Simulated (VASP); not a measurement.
# Cu (Fm-3m) in VASP: notebook

Cu is run at these levels: RPBE; tasks: single point.

Program: VASP 6.6.1. These are calculated values, not measurements. Logs are shortened: lines on timing, memory, paths and dates and some standing lists are left out, and cuts for length are marked.

### Step 1. The cell of the first run

It takes space group Fm-3m (No. 225, cubic). Conventional cell: a = 3.814 Å, b = 3.814 Å, c = 3.814 Å, α = 90.00°, β = 90.00°, γ = 90.00°. Cu (site symmetry m-3m) has 12 Cu at 2.70 Å within 3.6 Å.

### Step 2. Single point, RPBE (13.87 Å³/atom)

File INCAR:

```
SYSTEM = Cu
PREC = Accurate
ENCUT = 520
EDIFF = 1E-6
ISMEAR = -1
SIGMA = 0.1
LREAL = .FALSE.
LASPH = .TRUE.
NELM = 60
ALGO = Normal
ISIF = 2
LWAVE = .FALSE.
LCHARG = .TRUE.
GGA = RP
LELF = .TRUE.
LVHAR = .TRUE.
NBANDS = 12
```

File KPOINTS:

```
Automatic mesh
0
G
  24 24 24
  0 0 0
```

File POSCAR:

```
Cu
1.0
    0.0000000000      1.9069629404      1.9069629404
    1.9069629404      0.0000000000      1.9069629404
    1.9069629404      1.9069629404      0.0000000000
Cu
1
Direct
    0.0000000000      0.0000000000      0.0000000000
```

Potentials or basis: VASP PAW PBE potentials, release 64 (Cu).

Started as:

```sh
> cat potpaw_PBE.64/Cu/POTCAR > POTCAR
> mpirun -np 1 vasp_std > vasp.out
```

OUTCAR:

```text
SYSTEM = Cu
   PREC = Accurate
   ENCUT = 520
   EDIFF = 1E-6
   ISMEAR = -1
   LREAL = .FALSE.
   LASPH = .TRUE.
   NELM = 60
   ISIF = 2
   GGA = RP

 ion  position               nearest neighbor table
   1  0.000  0.000  0.000-

  LATTYP: Found a face centered cubic cell.
 ALAT       =     3.8139258808

  Lattice vectors:

 A1 = (   0.0000000000,   1.9069629404,   1.9069629404)
 A2 = (   1.9069629404,   0.0000000000,   1.9069629404)
 A3 = (   1.9069629404,   1.9069629404,   0.0000000000)

Analysis of symmetry for initial positions (statically):
=====================================================================
 Subroutine PRICEL returns:
 Original cell was already a primitive cell.

 Routine SETGRP: Setting up the symmetry group for a
 face centered cubic supercell.

 Subroutine GETGRP returns: Found 48 space group operations
 (whereof 48 operations were pure point group operations)
 out of a pool of 48 trial point group operations.

The static configuration has the point symmetry O_h .

Analysis of symmetry for dynamics (positions and initial velocities):
=====================================================================
 Subroutine PRICEL returns:
 Original cell was already a primitive cell.

 Routine SETGRP: Setting up the symmetry group for a
 face centered cubic supercell.

 Subroutine GETGRP returns: Found 48 space group operations
 (whereof 48 operations were pure point group operations)
 out of a pool of 48 trial point group operations.

The dynamic configuration has the point symmetry O_h .

 Subroutine INISYM returns: Found 48 space group operations
 (whereof 48 operations are pure point group operations),
 and found     1 'primitive' translations

----------------------------------------------------------------------------------------

                                     Primitive cell

  volume of cell :      13.8694

  direct lattice vectors                    reciprocal lattice vectors
     0.000000000  1.906962940  1.906962940    -0.262197020  0.262197020  0.262197020
     1.906962940  0.000000000  1.906962940     0.262197020 -0.262197020  0.262197020
     1.906962940  1.906962940  0.000000000     0.262197020  0.262197020 -0.262197020

  length of vectors
     2.696852853  2.696852853  2.696852853     0.454138560  0.454138560  0.454138560

  position of ions in fractional coordinates (direct lattice)
     0.000000000  0.000000000  0.000000000

  ion indices of the primitive-cell ions
   primitive index   ion index
                 1           1
[... 73 lines left out ...]
   LREAL  =      F    real-space projection
   EDIFFG = 0.1E-04   stopping-criterion for IOM
   NSW    =      0    number of steps for IOM
   IBRION =     -1    ionic relax: 0-MD 1-quasi-New 2-CG
   NFREE  =      0    steps in history (QN), initial steepest desc. (CG)
   ISIF   =      2    stress and relaxation
   ISYM   =      2    0-nonsym 1-usesym 2-fastsym
   POTIM  = 0.5000    time-step for ionic-motion
   TEBEG  =    0.0;   TEEND  =   0.0 temperature during run
   PSTRESS=    0.0 pullay stress
   NELECT =      11.0000    total number of electrons
   NUPDOWN=      -1.0000    fix difference up-down
   EMIN   =  10.00;   EMAX   =-10.00  energy-range for DOS
   EFERMI =   0.00;   METHOD = LEGACY
   ISMEAR =    -1;   SIGMA  =   0.10  broadening in eV -4-tet -1-fermi 0-gaus
   EFERMI_NEDOS =   21; number of points for ismear=-14 and -15
   IALGO  =     38    algorithm
   IMIX   =      4    mixing-type and parameters
     AMIX     =   0.40;   BMIX     =  1.00
     AMIX_MAG =   1.60;   BMIX_MAG =  1.00
  volume/ion in A,a.u.               =      13.87        93.60
  Fermi-wavevector in a.u.,A,eV,Ry     =   1.515375  2.863644 31.243897  2.296362
  Thomas-Fermi vector in A             =   2.624907
   LORBIT       =      0    0 simple, 1 ext, 2 COOP (PROOUT), +10 PAW based schemes
   GGA     = RP    functional components
   LHFCALC =     F    Hartree Fock is set to
   AEXX    =    0.0000 exact exchange contribution
   IVDW    =     0    specifies the selected vdW correction
   LEPSILON=     F    determine dielectric tensor
   LRPA    =     F    only Hartree local field effects (RPA)
 non-spin polarized calculation
  energy-cutoff  :      520.00
  volume of cell :       13.87
 maximum number of plane-waves:       388
   NGX =  9   NGY =  9   NGZ =  9

 number of electron      11.0000005 magnetization

 Free energy of the ion-electron system (eV)
  ---------------------------------------------------
  ext. energy  EPLUGINS =         0.00000000
  ---------------------------------------------------
  free energy    TOTEN  =        -3.21199989 eV

  energy without entropy =       -3.20199513  energy(sigma->0) =       -3.20699751

 E-fermi :   5.9307     XC(G=0): -11.6802

 val. band max:        5.9231982905   @ k =   0.5000   0.3333   0.1250
 cond. band min:       5.9384207369   @ k =   0.5000   0.1667   0.0417
 fundamental gap:      0.0152224464
 Fermi energy:         5.9306540411

 k-point     1 :       0.0000    0.0000    0.0000
  band No.  band energies     occupation
      1      -2.2725      2.00000
      2       3.3368      2.00000
      3       3.3368      2.00000
      4       3.3368      2.00000
      5       3.9733      2.00000
      6       3.9733      2.00000
      7      27.1471      0.00000
      8      28.7068      0.00000
      9      28.7069      0.00000
     10      28.7069      0.00000
     11      31.1198      0.00000
     12      31.1198      0.00000
[... 331 lines left out ...]
 k-point    24 :       0.4583    0.0417    0.0000
  band No.  band energies     occupation
      1       1.6347      2.00000
      2       3.3069      2.00000
      3       3.3423      2.00000
      4       4.1710      2.00000
      5       4.4075      2.00000
      6       5.0465      1.99971
      7       9.7888      0.00000
      8      24.9954      0.00000
      9      25.2545      0.00000
     10      25.5475      0.00000
     11      29.4824      0.00000
     12      29.6786      0.00000

 [... further k-points ...]
[... 5 lines left out ...]
  --------------------------------------------------------------------------------------
  -------------------------------------------------------------------------------------
  Total       -0.8662541     -0.8662541     -0.8662541      0.0000000     -0.0000000      0.0000000
  in kB     -100.0688998   -100.0688998   -100.0688998      0.0000000     -0.0000000      0.0000000
  external PRESSURE =    -100.0688998 kB  Pullay stress =       0.0000000 kB

 VOLUME and BASIS-vectors are now :
 -----------------------------------------------------------------------------
  energy-cutoff  :      520.00
  volume of cell :       13.87
      direct lattice vectors                 reciprocal lattice vectors
     0.000000000  1.906962940  1.906962940    -0.262197020  0.262197020  0.262197020
     1.906962940  0.000000000  1.906962940     0.262197020 -0.262197020  0.262197020
     1.906962940  1.906962940  0.000000000     0.262197020  0.262197020 -0.262197020

 POSITION                                       TOTAL-FORCE (eV/Angst)
 -----------------------------------------------------------------------------------
      0.00000      0.00000      0.00000         0.000000      0.000000      0.000000
 -----------------------------------------------------------------------------------
    total drift:                                0.000000      0.000000      0.000000

  FREE ENERGIE OF THE ION-ELECTRON SYSTEM (eV)
  ---------------------------------------------------
  free  energy   TOTEN  =        -3.2119998928 eV

  energy  without entropy=       -3.2019951256  energy(sigma->0) =       -3.20699751
```

OSZICAR:

```text
N       E                     dE             d eps       ncg     rms          rms(c)
DAV:   1     0.449846593099E+02    0.44985E+02   -0.53593E+03 10656   0.145E+03
DAV:   2    -0.252720933098E+01   -0.47512E+02   -0.43772E+02 10172   0.199E+02
DAV:   3    -0.391705632478E+01   -0.13898E+01   -0.13757E+01 11792   0.399E+01
DAV:   4    -0.392668862769E+01   -0.96323E-02   -0.96311E-02 11284   0.297E+00
DAV:   5    -0.392679231200E+01   -0.10368E-03   -0.10368E-03 11876   0.314E-01    0.693E+00
DAV:   6    -0.362981016765E+01    0.29698E+00   -0.13913E+01 11792   0.676E+01    0.434E+00
DAV:   7    -0.321871982149E+01    0.41109E+00   -0.24495E+00 11772   0.288E+01    0.461E-01
DAV:   8    -0.321442360966E+01    0.42962E-02   -0.93547E-03 12056   0.172E+00    0.377E-01
DAV:   9    -0.321202172980E+01    0.24019E-02   -0.18025E-02 12196   0.230E+00    0.499E-02
DAV:  10    -0.321200128648E+01    0.20443E-04   -0.14578E-04 14988   0.205E-01    0.102E-02
DAV:  11    -0.321199994140E+01    0.13451E-05   -0.17324E-06 11896   0.158E-02    0.112E-03
DAV:  12    -0.321199989283E+01    0.48565E-07   -0.17050E-07  6060   0.647E-03
   1 F= -.32119999E+01 E0= -.32069975E+01  d E =-.100048E-01
```

stdout:

```text
POSCAR found type information on POSCAR Cu
 POSCAR found :  1 types and       1 ions
 scaLAPACK will be used
 -----------------------------------------------------------------------------
|                                                                             |
|                                                                             |
|     You enforced a specific xc type in the INCAR file but a different       |
|     I HOPE YOU KNOW WHAT YOU ARE DOING!                                     |
|                                                                             |
 -----------------------------------------------------------------------------

 LDA part: xc-table for (Slater+PW92), standard interpolation
 POSCAR, INCAR and KPOINTS ok, starting setup
 FFT: planning ... GRIDC
 FFT: planning ... GRID_SOFT
 FFT: planning ... GRID
 WAVECAR not read
 entering main loop
```

Wall time 60 s (1 thread of Intel Xeon 8259CL, shared host); peak memory 0.18 GiB.

What came out:

```
Free energy            : -3.2120 eV
Pressure               : -10.0 GPa
Band gap on the k mesh : zero (an odd number of electrons rules out a gap without spin polarisation)
```

Caveat: the cell stands under tension; the PAW data sets were made with another functional, which shifts forces and pressure a little.

### Step 3. Single point, RPBE, non-collinear spin, zero start, spin-orbit coupling

This run uses another cell than the first one, of 12.38 Å³/atom.

File INCAR:

```
SYSTEM = Cu
  PREC = Accurate
  ENCUT = 520
  EDIFF = 1E-6
  ISMEAR = -1
  SIGMA = 0.1
  LREAL = .False.
  LASPH = .True.
  NELM = 150
  ALGO = Normal
  ISIF = 2
  LWAVE = .False.
  LCHARG = .False.
  MAGMOM = 0 0 0
  LORBIT = 11
  LSORBIT = .True.
  GGA_COMPAT = .False.
  LORBMOM = .True.
  LMAXMIX = 4
  GGA = RP
  NBANDS = 22
```

File KPOINTS:

```
Automatic mesh
0
Gamma
  15 15 15
  0 0 0
```

File POSCAR:

```
Cu
1.0
    0.0000000000      1.8362687592      1.8362687592
    1.8362687592      0.0000000000      1.8362687592
    1.8362687592      1.8362687592      0.0000000000
Cu
1
Direct
    0.0000000000      0.0000000000      0.0000000000
```

Potentials or basis: VASP PAW PBE potentials, release 64 (Cu).

Started as:

```sh
> cat potpaw_PBE.64/Cu/POTCAR > POTCAR
> mpirun -np 1 vasp_ncl > vasp.out
```

OUTCAR:

```text
SYSTEM = Cu
   PREC = Accurate
   ENCUT = 520
   EDIFF = 1E-6
   ISMEAR = -1
   LREAL = .False.
   LASPH = .True.
   NELM = 150
   ISIF = 2
   LORBIT = 11
   LSORBIT = .True.
   GGA = RP

 ion  position               nearest neighbor table
   1  0.000  0.000  0.000-

  LATTYP: Found a face centered cubic cell.
 ALAT       =     3.6725375184

  Lattice vectors:

 A1 = (   0.0000000000,   1.8362687592,   1.8362687592)
 A2 = (   1.8362687592,   0.0000000000,   1.8362687592)
 A3 = (   1.8362687592,   1.8362687592,   0.0000000000)

Analysis of symmetry for initial positions (statically):
=====================================================================
 Subroutine PRICEL returns:
 Original cell was already a primitive cell.

 Routine SETGRP: Setting up the symmetry group for a
 face centered cubic supercell.

 Subroutine GETGRP returns: Found 48 space group operations
 (whereof 48 operations were pure point group operations)
 out of a pool of 48 trial point group operations.

The static configuration has the point symmetry O_h .

Analysis of symmetry for dynamics (positions and initial velocities):
=====================================================================
 Subroutine PRICEL returns:
 Original cell was already a primitive cell.

[... 807 lines left out ...]
  free  energy   TOTEN  =        -3.2656689732 eV

  energy  without entropy=       -3.2545122016  energy(sigma->0) =       -3.26009059

 orbital moment (x)

 # of ion     p       d       tot
 ----------------------------------------
  1         0.000   0.000   0.000
 ----------------------------------------
            0.000   0.000   0.000

 orbital moment (y)

 # of ion     p       d       tot
 ----------------------------------------
  1         0.000  -0.000  -0.000
 ----------------------------------------
            0.000  -0.000  -0.000

 orbital moment (z)

 # of ion     p       d       tot
 ----------------------------------------
  1         0.000   0.000   0.000
 ----------------------------------------
            0.000   0.000   0.000

 Spin-Orbit-Coupling matrix elements

 Ion:    1  E_soc:     -0.0129797
 l=   1
     0.0000000    -0.0003249    -0.0003249
    -0.0003249     0.0000000    -0.0003249
    -0.0003249    -0.0003249     0.0000000
 l=   2
     0.0000000    -0.0003777     0.0000000    -0.0003777    -0.0014607
    -0.0003777     0.0000000    -0.0010955    -0.0003777    -0.0003652
     0.0000000    -0.0010955     0.0000000    -0.0010955     0.0000000
    -0.0003777    -0.0003777    -0.0010955     0.0000000    -0.0003652
    -0.0014607    -0.0003652     0.0000000    -0.0003652     0.0000000
 l=   3
     0.0000000     0.0000000     0.0000000     0.0000000     0.0000000     0.0000000     0.0000000
     0.0000000     0.0000000     0.0000000     0.0000000     0.0000000     0.0000000     0.0000000
     0.0000000     0.0000000     0.0000000     0.0000000     0.0000000     0.0000000     0.0000000
     0.0000000     0.0000000     0.0000000     0.0000000     0.0000000     0.0000000     0.0000000
     0.0000000     0.0000000     0.0000000     0.0000000     0.0000000     0.0000000     0.0000000
     0.0000000     0.0000000     0.0000000     0.0000000     0.0000000     0.0000000     0.0000000
     0.0000000     0.0000000     0.0000000     0.0000000     0.0000000     0.0000000     0.0000000

 total charge

# of ion       s       p       d       tot
------------------------------------------
    1        0.428   0.349   9.165   9.942

 magnetization (x)

# of ion       s       p       d       tot
------------------------------------------
    1       -0.000   0.000   0.000  -0.000

 magnetization (y)

# of ion       s       p       d       tot
------------------------------------------
    1        0.000   0.000  -0.000   0.000

 magnetization (z)

# of ion       s       p       d       tot
------------------------------------------
    1        0.000  -0.000  -0.000   0.000
```

Run time: 80 s. Hardware: 1 thread of Intel Xeon 8259CL, shared host; peak memory 0.19 GiB.

Results:

| Property | Result |
| --- | --- |
| Free energy | -3.2657 eV |
| Pressure | 0.3 GPa |
| Net moment | 0.00 μB per cell |
| Valence electrons inside the program's atomic spheres | Cu 9.94 |

Moments on the atoms (μB; x, y, z):
```
Cu  0.00 0.00 0.00
```

Caveat: the PAW data sets were made with another functional, which shifts forces and pressure a little.
